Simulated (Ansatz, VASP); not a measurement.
CaO: VASP beside Ansatz

```
Ca O
1.0
     0.00000    2.35364    2.35364
     2.35364    0.00000    2.35364
     2.35364    2.35364    0.00000
Ca O
1 1
Direct
  0.50000 0.50000 0.50000
  0.00000 0.00000 0.00000
```

Alike in both runs: task single point; functional LDA; k mesh 8 × 8 × 8; occupations gaussian, width 0.05 eV; no spin polarisation.

|  | VASP | Ansatz |
| --- | --- | --- |
| version | VASP 6.6.1 | Ansatz 0.2.0 |
| potentials or method | VASP PAW LDA potentials, release 64 (Ca_sv, O), cutoff 520 eV | scalar-relativistic, plane waves, PAW |
| valence electrons in the cell | 16 | 16 |

```tsv
	VASP	Ansatz	Ansatz less VASP
gap on the k mesh at the Fermi level (eV)	3.42	3.45	+0.031
least direct gap on the mesh (eV)	3.78	3.81	+0.031
pressure (GPa)	1.1	0.0	-1.01
```

LDA's correlation is that of Perdew and Zunger in VASP and of Perdew and Wang (1992) in Ansatz.
